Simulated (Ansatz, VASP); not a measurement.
# One calculation of HfO3, two programs

```
CELL_PARAMETERS angstrom
3.32360 0.00000 0.00000
0.00000 3.32360 0.00000
0.00000 0.00000 3.32360
ATOMIC_POSITIONS crystal
Hf 0.00000 0.00000 0.00000
O 0.00000 0.50000 0.50000
O 0.50000 0.00000 0.50000
O 0.50000 0.50000 0.00000
```

Change from the starting cell: species swapped into the Cu3Pd type (P4/mmm, No. 123).

Alike in both runs: task relaxation of cell and atoms; functional PBE; k mesh 14 × 14 × 14; occupations gaussian, width 0.1 eV; no spin polarisation.

```csv
,VASP,Ansatz
version,VASP 6.6.1,Ansatz 0.2.0
potentials or method,"VASP PAW PBE potentials, release 64 (Hf_pv, O), cutoff 600 eV","scalar-relativistic, plane waves, PAW"
valence electrons in the cell,28,44
```

Ansatz gave:

```
gap on the k mesh at the Fermi level, each at its own relaxed structure (eV) : none
relaxed volume (Å³/atom)                                                     : 9.18
relaxed cell length with the largest relative difference (Å)                 : 3.324
```

Q: Estimate VASP's values.

A: gap on the k mesh at the Fermi level, each at its own relaxed structure (eV): none; relaxed volume (Å³/atom): 9.04; relaxed cell length with the largest relative difference (Å): 3.307.

A gap of «none» marks a metal or a gap that the smearing closes. VASP's potentials hold 28 valence electrons a cell and Ansatz's 44, so a difference there can come from the potentials and not from the codes.

Neither program's run includes spin-orbit coupling.
